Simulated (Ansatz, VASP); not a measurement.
**IrSe4 in VASP and in Ansatz**

```xyz
5
Lattice="3.7295 -4.0228 0.0000 3.7295 4.0228 0.0000 0.0000 0.0000 3.5674" Properties=species:S:1:pos:R:3 pbc="T T T"
Ir    0.0000    0.0000    0.0000
Se    3.7295   -1.6009    0.0000
Se    3.7295    1.6009    0.0000
Se    5.6828    0.0000    1.7837
Se    1.7762    0.0000    1.7837
```

Change from the starting cell: ordered vacancies on the cation sites of rutile (Cmmm, No. 65).

Alike in both runs: task relaxation of cell and atoms; functional PBE; k mesh 4 × 4 × 6; occupations gaussian, width 0.1 eV; no spin polarisation.

|  | VASP | Ansatz |
| --- | --- | --- |
| version | VASP 6.6.1 | Ansatz 0.2.0 |
| potentials or method | VASP PAW PBE potentials, release 64 (Ir, Se), cutoff 600 eV | scalar-relativistic, plane waves, PAW |
| valence electrons in the cell | 33 | 81 |

|  | VASP | Ansatz | Ansatz less VASP |
| --- | --- | --- | --- |
| gap on the k mesh at the Fermi level, each at its own relaxed structure (eV) | none | none | - |
| relaxed volume (Å³/atom) | 21.41 | 21.35 | -0.053 |
| relaxed cell length with the largest relative difference (Å) | 3.585 | 3.578 | -0.0074 |

A gap of «none» marks a metal or a gap that the smearing closes. VASP's potentials hold 33 valence electrons a cell and Ansatz's 81, so a difference there can come from the potentials and not from the codes.

Neither program's run includes spin-orbit coupling.
